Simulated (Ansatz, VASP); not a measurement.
## SiNi in VASP and in Ansatz

File INCAR:

```
SYSTEM = SiNi
  ALGO = Normal
  EDIFF = 1E-6
  ENCUT = 520
  GGA = PS
  ISIF = 2
  ISMEAR = -1
  LASPH = .TRUE.
  LCHARG = .FALSE.
  LREAL = .FALSE.
  LWAVE = .FALSE.
  NBANDS = 14
  NELM = 80
  PREC = Accurate
  SIGMA = 0.08
```

The input KPOINTS:

```
k-points
0
G
  14 14 14
  0 0 0
```

POSCAR

```
SiNi
1.0
    0.0000000000      2.0181660347      2.0181660347
    2.0181660347      0.0000000000      2.0181660347
    2.0181660347      2.0181660347      0.0000000000
Ni Si
1 1
Direct
    0.0000000000      0.0000000000      0.0000000000
    0.5000000000      0.5000000000      0.5000000000
```

Input for Ansatz:

```yaml
crystal:
  lattice:
    - [0.0, 2.0181660347, 2.0181660347]
    - [2.0181660347, 0.0, 2.0181660347]
    - [2.0181660347, 2.0181660347, 0.0]
  atoms:
    - { symbol: Ni, position: [0.0, 0.0, 0.0] }
    - { symbol: Si, position: [0.5, 0.5, 0.5] }
kpoints:
  mp_grid: { grid: [14, 14, 14] }
scf:
  occupations: { method: fermi_dirac, width: 0.08 }
hamiltonian:
  xc: pbesol
  pseudopotentials: { kind: paw }
output:
  forces: true
  stress: true
  eigenvalues: true
  populations: true
  write_density: true
  write_potential: true
  elf: true
  volumetric_format: npy
```

Change from the starting cell: volume scaled by 0.64, PAW files.

Alike in both runs: task single point; functional PBEsol; k mesh 14 × 14 × 14; occupations fermi-dirac, width 0.08 eV; no spin polarisation.

```csv
,VASP,Ansatz
version,VASP 6.6.1,Ansatz 0.2.0
potentials or method,"VASP PAW PBE potentials, release 64 (Ni, Si)","PAW with Ansatz's default frozen-core files, scalar-relativistic"
plane-wave cutoff (eV),520,420
valence electrons in the cell,14,22
```

Ansatz gave:

* pressure (GPa): 184.8

Question: Which values does VASP return?

Answer: Pressure (GPa): 186.2.

VASP's potentials were made for PBE, not for PBEsol. Both programs put the cell under a high pressure, so it lies far from rest at this level. The functional is the same, so the differences come from potentials, cutoffs and numerics. VASP's potentials hold 14 valence electrons a cell and Ansatz's 22, so a difference there can come from the potentials and not from the codes.

Noted on VASP's run: the cell as given lies far from equilibrium.
